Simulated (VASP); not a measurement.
Wanted: the native input for a VASP 6.6.1 run.

```
Task                   : single point
Functional             : PBE
Potentials or basis    : VASP PAW PBE potentials, release 64 (Ti_sv, S)
Cutoff                 : 520 eV
k mesh                 : 12 × 12 × 12
Occupations            : gaussian, width 0.1 eV
Spin                   : no spin polarisation
Dipole correction      : no
Further INCAR settings : ALGO = Normal; EDIFF = 1e-06; NBANDS = 32
```

The structure of Ti3S2 lies in POSCAR:

```
Ti3S2
1.0
    1.7001887309      0.9816044215      7.9692390704
   -1.7001887309      0.9816044215      7.9692390704
    0.0000000000     -1.9632088430      7.9692390704
Ti S
3 2
Direct
    0.0000000000      0.0000000000      0.0000000000
    0.2134335079      0.2134335079      0.2134335079
    0.7865664921      0.7865664921      0.7865664921
    0.3958313380      0.3958313380      0.3958313380
    0.6041686620      0.6041686620      0.6041686620
```

These files were run (other wordings do the same):

INCAR

```
  ALGO = Normal
  EDIFF = 1E-6
  ENCUT = 520
  GGA = PE
  ISIF = 2
  ISMEAR = 0
  LASPH = True
  LCHARG = False
  LREAL = False
  LWAVE = False
  NBANDS = 32
  NELM = 80
  PREC = Accurate
  SIGMA = 0.1
```

KPOINTS

```
k-points
0
Gamma
  12 12 12
```

Potentials or basis: VASP PAW PBE potentials, release 64 (Ti_sv, S).

Command:

```console
$ cat potpaw_PBE.64/Ti_sv/POTCAR potpaw_PBE.64/S/POTCAR > POTCAR
$ mpirun -np 1 vasp_std > vasp.out
```

Results of the run:

```json
{
 "Pressure": "0.1 GPa",
 "Largest force": "0.024 eV/Å",
 "Band gap on the k mesh": "zero (bands 24 and 25 overlap by 0.80 eV)"
}
```

Wall time 21 min on 1 thread of Intel(R) Xeon(R) 6975P-C (Granite Rapids), on a shared host, peak memory 0.78 GiB.
